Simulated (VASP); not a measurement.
Write the native input for VASP 6.6.1 that does the following.

* Task: single point
* Functional: r2SCAN
* Potentials or basis: VASP PAW PBE potentials, release 64 (Ta_pv)
* Cutoff: 520 eV
* k mesh: 13 × 13 × 13
* Occupations: methfessel-paxton, width 0.3 eV
* Spin: no spin polarisation
* Dipole correction: no
* Further INCAR settings: ALGO = Normal; EDIFF = 1e-06; NBANDS = 12

Crystal: Ta.

```xyz
1
Lattice="-1.6534 1.6534 1.6534 1.6534 -1.6534 1.6534 1.6534 1.6534 -1.6534" Properties=species:S:1:pos:R:3 pbc="T T T"
Ta    0.0000    0.0000    0.0000
```

The input as run:

POSCAR

```
Ta
1.0
   -1.6533592789      1.6533592789      1.6533592789
    1.6533592789     -1.6533592789      1.6533592789
    1.6533592789      1.6533592789     -1.6533592789
Ta
1
Direct
    0.0000000000      0.0000000000      0.0000000000
```

INCAR.step1

```
PREC = Accurate
ENCUT = 520
ISMEAR = 1
SIGMA = 0.3
LREAL = F
LASPH = T
NELM = 100
NBANDS = 12
GGA = PE
ALGO = Normal
EDIFF = 1E-4
LWAVE = T
LCHARG = F
```

INCAR.step2

```
PREC = Accurate
ENCUT = 520
EDIFF = 1E-6
ISMEAR = 1
SIGMA = 0.3
LREAL = F
LASPH = T
NELM = 100
ALGO = Normal
ISIF = 2
LWAVE = F
LCHARG = F
METAGGA = R2SCAN
LMIXTAU = T
NBANDS = 12
ISTART = 1
```

KPOINTS

```
Automatic mesh
0
Gamma
  13 13 13
```

Potentials or basis: VASP PAW PBE potentials, release 64 (Ta_pv).

Command:

```sh
$ cat potpaw_PBE.64/Ta_pv/POTCAR > POTCAR
$ cp INCAR.step1 INCAR
$ mpirun -np 1 vasp_std > vasp.out
$ cp INCAR.step2 INCAR
$ mpirun -np 1 vasp_std > vasp.out
```

Results of the run:

| Item | Value |
| --- | --- |
| Pressure | 0.6 GPa |

Caveat: the PAW data sets were made with another functional, which shifts forces and pressure a little.

Run time: 62 s on 1 thread of Intel(R) Xeon(R) Platinum 8259CL CPU @ 2.50GHz (Skylake/Cascade Lake), with other jobs on the host, peak memory 0.15 GiB.
